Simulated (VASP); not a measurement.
Here is a VASP 6.6.1 calculation.

Contents of INCAR:

```
SYSTEM = Sr2NbH4
PREC     = Accurate       ! precision mode
ENCUT    = 600            ! plane-wave cutoff, eV
EDIFF    = 1E-6           ! SCF threshold, eV
ISMEAR   = 0              ! smearing method
SIGMA    = 0.1            ! smearing width, eV
LREAL    = .False.        ! projectors in reciprocal space
LASPH    = .True.         ! aspherical terms in the spheres
NELM     = 100            ! most SCF steps
ALGO     = Normal         ! electronic algorithm
ISIF     = 3              ! what is computed and relaxed
LWAVE    = .False.        ! write WAVECAR
LCHARG   = .False.        ! write CHGCAR
GGA      = PE             ! functional
IBRION   = 2              ! ionic algorithm
NSW      = 90             ! ionic steps
EDIFFG   = -0.04          ! ionic threshold
```

The input KPOINTS:

```
regular mesh
0
Gamma
  4 4 4
  0 0 0
```

The input POSCAR:

```
Sr2NbH4
1.0
   -3.1606499117      3.1606499117      2.5823903629
    3.1606499117     -3.1606499117      2.5823903629
    3.1606499117      3.1606499117     -2.5823903629
Sr Nb H
2 1 4
Direct
    0.7500000000      0.2500000000      0.5000000000
    0.2500000000      0.7500000000      0.5000000000
    0.0000000000      0.0000000000      0.0000000000
    0.3030000000      0.3030000000      0.6060000000
    0.3030000000      0.6970000000      0.0000000000
    0.6970000000      0.6970000000      0.3940000000
    0.6970000000      0.3030000000      0.0000000000
```

Potentials or basis: VASP PAW PBE potentials, release 64 (Sr_sv, Nb_sv, H).

The run is started by

```bash
$ cat potpaw_PBE.64/Sr_sv/POTCAR potpaw_PBE.64/Nb_sv/POTCAR potpaw_PBE.64/H/POTCAR > POTCAR
$ mpirun -np 1 vasp_std > vasp.out
```

Q: What does it give for the relaxed volume?

A: 17.71 Å³/atom.

Q: Estimate the relaxed cell.

A: a = 5.522 Å, b = 5.522 Å, c = 5.522 Å, α = 116.97°, β = 116.97°, γ = 95.34°.

Q: Predict the space group after relaxing (to 0.05 Å).

A: I4/mmm (No. 139).

Final structure:
```
Sr Nb H
1.0
    -2.88673    2.88673    3.71897
     2.88673   -2.88673    3.71897
     2.88673    2.88673   -3.71897
Sr Nb H
2 1 4
Direct
  0.75000 0.25000 0.50000
  0.25000 0.75000 0.50000
  0.00000 0.00000 0.00000
  0.23727 0.23727 0.47453
  0.23727 0.76273 0.00000
  0.76273 0.76273 0.52547
  0.76273 0.23727 0.00000
```

Caveat: the k points lie up to 0.38 Å⁻¹ apart in the final cell; the volume moved by over 15 % at a fixed basis, so the end points are rough.
